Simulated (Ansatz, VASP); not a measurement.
ScIn2N3 in VASP and in Ansatz

```
Sc In N
1.0
     5.58146    0.00000    0.00000
    -2.79073    4.83369    0.00000
     0.00000    0.00000    3.41596
Sc In N
1 2 3
Direct
  0.00000 0.00000 0.00000
  0.33333 0.66667 0.00000
  0.66667 0.33333 0.00000
  0.50000 0.00000 0.50000
  0.50000 0.50000 0.50000
  0.00000 0.50000 0.50000
```

Change from the starting cell: species swapped into the LuCo3B2 type (P6/mmm, No. 191).

Alike in both runs: task single point; functional PBE; k mesh 6 × 6 × 6; occupations gaussian, width 0.1 eV; collinear spin.

|  | VASP | Ansatz |
| --- | --- | --- |
| version | VASP 6.6.1 | Ansatz 0.2.0 |
| potentials or method | VASP PAW PBE potentials, release 64 (Sc_sv, In_d, N), cutoff 520 eV | scalar-relativistic, plane waves, PAW |
| valence electrons in the cell | 52 | 52 |

|  | VASP | Ansatz | Ansatz less VASP |
| --- | --- | --- | --- |
| gap on the k mesh at the Fermi level (eV) | none | none | - |
| pressure (GPa) | -4.7 | -4.1 | +0.61 |
| traceless stress, the component that is largest in VASP (GPa) | -21.89 | -20.43 | +1.457 |
| net moment per atom (μB) | 0.10 | 0.06 | -0.044 |
| size of the moment on the site where the two differ most (μB) | 0.01 | 0.42 | +0.415 |

Site moments also hang on the region over which each program counts them. A gap of «none» marks a metal or a gap that the smearing closes.
